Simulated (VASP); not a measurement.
WSe2, 6 atoms in the cell. It takes space group P6_3/mmc (No. 194, hexagonal). Conventional cell: a = 3.300 Å, b = 3.300 Å, c = 13.149 Å, α = 90.00°, β = 90.00°, γ = 120.00°. Within 3.3 Å of W (site symmetry -6m2) lie 6 Se at 2.53 Å and 6 W at 3.30 Å. Se (site symmetry 3m) has 3 W at 2.53 Å and 7 Se at 3.30 to 3.33 Å within 3.4 Å. 

| Item | Value |
| --- | --- |
| Program | VASP 6.6.1 |
| Task | single point |
| Functional | PBE |
| Potentials or basis | VASP PAW PBE potentials, release 64 (W_sv, Se) |
| Cutoff | 520 eV |
| k mesh | 12 × 12 × 2 |
| Occupations | fermi-dirac, width 0.02 eV |
| Spin | no spin polarisation |
| Dipole correction | no |
| Further INCAR settings | ALGO = Normal; EDIFF = 1e-06; NBANDS = 35 |

Potentials or basis: VASP PAW PBE potentials, release 64 (W_sv, Se).

Run with:

```sh
$ cat potpaw_PBE.64/W_sv/POTCAR potpaw_PBE.64/Se/POTCAR > POTCAR
$ mpirun -np 1 vasp_std > vasp.out
```

Hardware: 1 thread of Intel(R) Xeon(R) 6975P-C (Granite Rapids), with other jobs on the host.

Q: How long does it take, and how much memory?

A: Wall time 110 s on 1 thread of Intel(R) Xeon(R) 6975P-C (Granite Rapids), with other jobs on the host, peak memory 0.32 GiB. Counts: scf iterations 15, k points 38.
